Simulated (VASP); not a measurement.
# Sr (P6_3/mmc) in VASP: a series of runs

Sr is run at these levels: LDA; tasks: single point.

Everything below comes from runs of VASP 6.6.1. Logs are shortened: lines on timing, memory, paths and dates and some standing lists are left out, and cuts for length are marked.

## Step 1: The cell of the first run

Symmetry: P6_3/mmc, No. 194, hexagonal system. Conventional cell: a = 4.085 Å, b = 4.085 Å, c = 6.697 Å, α = 90.00°, β = 90.00°, γ = 120.00°. Within 5.4 Å of Sr (site symmetry -6m2) lie 12 Sr at 4.08 to 4.10 Å.

This isn't the form of Sr at room conditions, which is fcc.

## Step 2: Single point, LDA

INCAR

```
SYSTEM = Sr
ALGO = Normal ; EDIFF = 1E-7
ENCUT = 520 ; ISIF = 2
ISMEAR = -1 ; LASPH = .TRUE.
LCHARG = .FALSE. ; LREAL = .FALSE.
LWAVE = .FALSE. ; NBANDS = 17
NELM = 100 ; PREC = Accurate
SIGMA = 0.1
```

KPOINTS

```
k-points
0
G
  11 11 6
  0 0 0
```

POSCAR

```
Sr
1.0
    4.0845519307      0.0000000000      0.0000000000
   -2.0422759653      3.5373257351      0.0000000000
    0.0000000000      0.0000000000      6.6966130326
Sr
2
Direct
    0.3333333333      0.6666666667      0.2500000000
    0.6666666667      0.3333333333      0.7500000000
```

Potentials or basis: VASP PAW LDA potentials, release 64 (Sr_sv).

Command:

```console
> cat potpaw_LDA.64/Sr_sv/POTCAR > POTCAR
> mpirun -np 1 vasp_std > vasp.out
```

OUTCAR:

```text
SYSTEM = Sr
   EDIFF = 1E-7
   ENCUT = 520
   ISIF = 2
   ISMEAR = -1
   LASPH = .TRUE.
   LREAL = .FALSE.
   NELM = 100
   PREC = Accurate

 ion  position               nearest neighbor table
   1  0.333  0.667  0.250-   2 4.10   2 4.10   2 4.10   2 4.10   2 4.10   2 4.10
   2  0.667  0.333  0.750-   1 4.10   1 4.10   1 4.10   1 4.10   1 4.10   1 4.10

  LATTYP: Found a hexagonal cell.
 ALAT       =     4.0845519307
 C/A-ratio  =     1.6394975866

  Lattice vectors:

 A1 = (   4.0845519307,   0.0000000000,   0.0000000000)
 A2 = (  -2.0422759653,   3.5373257351,   0.0000000000)
 A3 = (   0.0000000000,   0.0000000000,   6.6966130326)

Analysis of symmetry for initial positions (statically):
=====================================================================
 Subroutine PRICEL returns:
 Original cell was already a primitive cell.

 Routine SETGRP: Setting up the symmetry group for a
 hexagonal supercell.

 Subroutine GETGRP returns: Found 24 space group operations
 (whereof 12 operations were pure point group operations)
 out of a pool of 24 trial point group operations.

The static configuration has the point symmetry D_3d.
 The point group associated with its full space group is D_6h.

Analysis of symmetry for dynamics (positions and initial velocities):
=====================================================================
 Subroutine PRICEL returns:
 Original cell was already a primitive cell.

 Routine SETGRP: Setting up the symmetry group for a
 hexagonal supercell.

 Subroutine GETGRP returns: Found 24 space group operations
 (whereof 12 operations were pure point group operations)
 out of a pool of 24 trial point group operations.

The dynamic configuration has the point symmetry D_3d.
 The point group associated with its full space group is D_6h.

 Subroutine INISYM returns: Found 24 space group operations
 (whereof 12 operations are pure point group operations),
 and found     1 'primitive' translations

----------------------------------------------------------------------------------------

                                     Primitive cell

  volume of cell :      96.7553

  direct lattice vectors                    reciprocal lattice vectors
     4.084551931  0.000000000  0.000000000     0.244824896  0.141349719  0.000000000
    -2.042275965  3.537325735  0.000000000     0.000000000  0.282699439  0.000000000
     0.000000000  0.000000000  6.696613033     0.000000000  0.000000000  0.149329220

  length of vectors
     4.084551931  4.084551931  6.696613033     0.282699439  0.282699439  0.149329220

  position of ions in fractional coordinates (direct lattice)
     0.333333333  0.666666667  0.250000000
     0.666666667  0.333333333  0.750000000

  ion indices of the primitive-cell ions
   primitive index   ion index
                 1           1
                 2           2

----------------------------------------------------------------------------------------

 KPOINTS: k-points

Automatic generation of k-mesh.
 Grid dimensions read from file:
 generate k-points for:   11   11    6

 Generating k-lattice:

  Cartesian coordinates                     Fractional coordinates (reciprocal lattice)
     0.022256809  0.012849974  0.000000000     0.090909091  0.000000000  0.000000000
     0.000000000  0.025699949  0.000000000     0.000000000  0.090909091  0.000000000
     0.000000000  0.000000000  0.024888203     0.000000000  0.000000000  0.166666667

  Length of vectors
     0.025699949  0.025699949  0.024888203

  Shift w.r.t. Gamma in fractional coordinates (k-lattice)
     0.000000000  0.000000000  0.000000000

 Subroutine IBZKPT returns following result:
 ===========================================

 Found     64 irreducible k-points:

 Following reciprocal coordinates:
            Coordinates               Weight
  0.000000  0.000000  0.000000      1.000000
  0.090909  0.000000  0.000000      6.000000
  0.181818 -0.000000  0.000000      6.000000
  0.272727  0.000000  0.000000      6.000000
  0.363636 -0.000000  0.000000      6.000000
  0.454545  0.000000  0.000000      6.000000
[... 16 lines left out ...]
  0.090909  0.090909  0.166667     12.000000
  0.181818  0.090909  0.166667     24.000000
 [... further k-points ...]
   k-points           NKPTS =     64   k-points in BZ     NKDIM =     64   number of bands    NBANDS=     17
   number of dos      NEDOS =    301   number of ions     NIONS =      2
   total plane-waves  NPLWV =  45000
   dimension x,y,z NGX =    30 NGY =   30 NGZ =   50
   dimension x,y,z NGXF=    60 NGYF=   60 NGZF=  100
   ions per type =               2
   NGX,Y,Z   is equivalent  to a cutoff of  12.21, 12.21, 12.41 a.u.
   NGXF,Y,Z  is equivalent  to a cutoff of  24.42, 24.42, 24.83 a.u.
 SYSTEM =  Sr
   PREC   = accura    normal or accurate (medium, high low for compatibility)
   ISTART =      0    job   : 0-new  1-cont  2-samecut
   ICHARG =      2    charge: 1-file 2-atom 10-const
   ISPIN  =      1    spin polarized calculation?
   LNONCOLLINEAR =      F non collinear calculations
   LSORBIT =      F    spin-orbit coupling
   LASPH  =      T    aspherical Exc in radial PAW
   ENCUT  =  520.0 eV  38.22 Ry    6.18 a.u.   7.59  7.59 12.45*2*pi/ulx,y,z
   NELM   =    100;   NELMIN=  2; NELMDL= -5     # of ELM steps
   EDIFF  = 0.1E-06   stopping-criterion for ELM
   LREAL  =      F    real-space projection
   EDIFFG = 0.1E-05   stopping-criterion for IOM
   NSW    =      0    number of steps for IOM
   IBRION =     -1    ionic relax: 0-MD 1-quasi-New 2-CG
   NFREE  =      0    steps in history (QN), initial steepest desc. (CG)
   ISIF   =      2    stress and relaxation
   ISYM   =      2    0-nonsym 1-usesym 2-fastsym
   POTIM  = 0.5000    time-step for ionic-motion
   TEBEG  =    0.0;   TEEND  =   0.0 temperature during run
   PSTRESS=    0.0 pullay stress
   NELECT =      20.0000    total number of electrons
   NUPDOWN=      -1.0000    fix difference up-down
   EMIN   =  10.00;   EMAX   =-10.00  energy-range for DOS
   EFERMI =   0.00;   METHOD = LEGACY
   ISMEAR =    -1;   SIGMA  =   0.10  broadening in eV -4-tet -1-fermi 0-gaus
   EFERMI_NEDOS =   21; number of points for ismear=-14 and -15
   IALGO  =     38    algorithm
   IMIX   =      4    mixing-type and parameters
     AMIX     =   0.40;   BMIX     =  1.00
     AMIX_MAG =   1.60;   BMIX_MAG =  1.00
  volume/ion in A,a.u.               =      48.38       326.47
  Fermi-wavevector in a.u.,A,eV,Ry     =   0.967966  1.829190 12.748080  0.936957
  Thomas-Fermi vector in A             =   2.097896
   LORBIT       =      0    0 simple, 1 ext, 2 COOP (PROOUT), +10 PAW based schemes
   GGA     = CA    functional components
   LHFCALC =     F    Hartree Fock is set to
   AEXX    =    0.0000 exact exchange contribution
   IVDW    =     0    specifies the selected vdW correction
   LEPSILON=     F    determine dielectric tensor
   LRPA    =     F    only Hartree local field effects (RPA)
 non-spin polarized calculation
  energy-cutoff  :      520.00
  volume of cell :       96.76
 maximum number of plane-waves:      2629
   NGX = 15   NGY = 15   NGZ = 25

 number of electron      20.0000000 magnetization

 Free energy of the ion-electron system (eV)
  ---------------------------------------------------
  ext. energy  EPLUGINS =         0.00000000
  ---------------------------------------------------
  free energy    TOTEN  =        -3.82317757 eV

  energy without entropy =       -3.73587468  energy(sigma->0) =       -3.77952613

 E-fermi :   1.8451     XC(G=0):  -7.9679

 val. band max:        1.8231379807   @ k =   0.4545   0.0000   0.0000
 cond. band min:       1.8554287132   @ k =   0.4545   0.0909   0.0000
 fundamental gap:      0.0322907325
 Fermi energy:         1.8450643369

 k-point     1 :       0.0000    0.0000    0.0000
  band No.  band energies     occupation
      1     -34.3292      2.00000
      2     -34.3033      2.00000
      3     -16.5934      2.00000
      4     -16.3230      2.00000
      5     -16.3230      2.00000
      6     -16.2817      2.00000
[... 9 lines left out ...]
     16       4.6791      0.00000
     17       5.2710      0.00000

 k-point     2 :       0.0909    0.0000    0.0000
  band No.  band energies     occupation
      1     -34.3274      2.00000
      2     -34.3024      2.00000
      3     -16.5851      2.00000
      4     -16.3426      2.00000
      5     -16.3291      2.00000
      6     -16.3020      2.00000
[... 9 lines left out ...]
     16       4.8086      0.00000
     17       5.0612      0.00000

 k-point     3 :       0.1818   -0.0000    0.0000
  band No.  band energies     occupation
      1     -34.3222      2.00000
      2     -34.3000      2.00000
      3     -16.5614      2.00000
      4     -16.3952      2.00000
      5     -16.3553      2.00000
      6     -16.3450      2.00000
[... 9 lines left out ...]
     16       4.7977      0.00000
     17       4.8035      0.00000

 k-point     4 :       0.2727    0.0000    0.0000
  band No.  band energies     occupation
      1     -34.3152      2.00000
      2     -34.2971      2.00000
      3     -16.5268      2.00000
      4     -16.4643      2.00000
      5     -16.4225      2.00000
      6     -16.3650      2.00000
[... 9 lines left out ...]
     16       5.2497      0.00000
     17       5.3343      0.00000
[... 343 lines left out ...]
      1     -34.3028      2.00000
      2     -34.2949      2.00000
      3     -16.5757      2.00000
      4     -16.5302      2.00000
      5     -16.4367      2.00000
      6     -16.3888      2.00000
[... 9 lines left out ...]
     16       6.3907      0.00000
     17       6.4801      0.00000

 k-point    23 :       0.0909    0.0909    0.1667
  band No.  band energies     occupation
      1     -34.3223      2.00000
      2     -34.3023      2.00000
      3     -16.5534      2.00000
      4     -16.3698      2.00000
      5     -16.3582      2.00000
      6     -16.3327      2.00000
[... 9 lines left out ...]
     16       4.8282      0.00000
     17       5.1732      0.00000

 k-point    24 :       0.1818    0.0909    0.1667
  band No.  band energies     occupation
      1     -34.3165      2.00000
      2     -34.2994      2.00000
      3     -16.5326      2.00000
      4     -16.4236      2.00000
      5     -16.4109      2.00000
      6     -16.3544      2.00000
[... 9 lines left out ...]
     16       5.0191      0.00000
     17       5.2906      0.00000

 [... further k-points ...]

------------------------ aborting loop because EDIFF is reached ----------------------------------------

  FORCE on cell =-STRESS in cart. coord.  units (eV):
  Direction    XX          YY          ZZ          XY          YZ          ZX
  --------------------------------------------------------------------------------------
  -------------------------------------------------------------------------------------
  Total        0.0808000      0.0808000      0.0838273      0.0000000      0.0000000      0.0000000
  in kB        1.3379731      1.3379731      1.3881018      0.0000000      0.0000000      0.0000000
  external PRESSURE =       1.3546827 kB  Pullay stress =       0.0000000 kB

 VOLUME and BASIS-vectors are now :
 -----------------------------------------------------------------------------
  energy-cutoff  :      520.00
  volume of cell :       96.76
      direct lattice vectors                 reciprocal lattice vectors
     4.084551931  0.000000000  0.000000000     0.244824896  0.141349719  0.000000000
    -2.042275965  3.537325735  0.000000000     0.000000000  0.282699439  0.000000000
     0.000000000  0.000000000  6.696613033     0.000000000  0.000000000  0.149329220

 POSITION                                       TOTAL-FORCE (eV/Angst)
 -----------------------------------------------------------------------------------
     -0.00000      2.35822      1.67415         0.000000     -0.000000      0.000000
      2.04228      1.17911      5.02246        -0.000000      0.000000      0.000000
 -----------------------------------------------------------------------------------
    total drift:                                0.000000     -0.000000      0.000000

  FREE ENERGIE OF THE ION-ELECTRON SYSTEM (eV)
  ---------------------------------------------------
  free  energy   TOTEN  =        -3.8231775740 eV

  energy  without entropy=       -3.7358746834  energy(sigma->0) =       -3.77952613
```

It took 69 s on 1 thread of Intel Xeon Platinum 8488C (Sapphire Rapids), shared host; peak memory 0.22 GiB.

Results:

```
Free energy            : -3.8232 eV
Pressure               : 0.1 GPa
Band gap on the k mesh : zero (bands 10 and 11 overlap by 0.16 eV)
```

Levels at points of the mesh, in eV from the Fermi level:
| k point | band 8 | band 9 | band 10 | band 11 | band 12 | band 13 |
| --- | --- | --- | --- | --- | --- | --- |
| (0.00, 0.00, 0.00) | -18.13 | -3.82 | -1.23 | 0.34 | 2.35 | 2.38 |
| (0.00, 0.00, 0.50) | -18.15 | -2.77 | -2.77 | 1.31 | 1.31 | 2.37 |

(Continued in part 2 of 2.)

The gap in the log of VASP goes by the Fermi energy; the results here count the filled bands.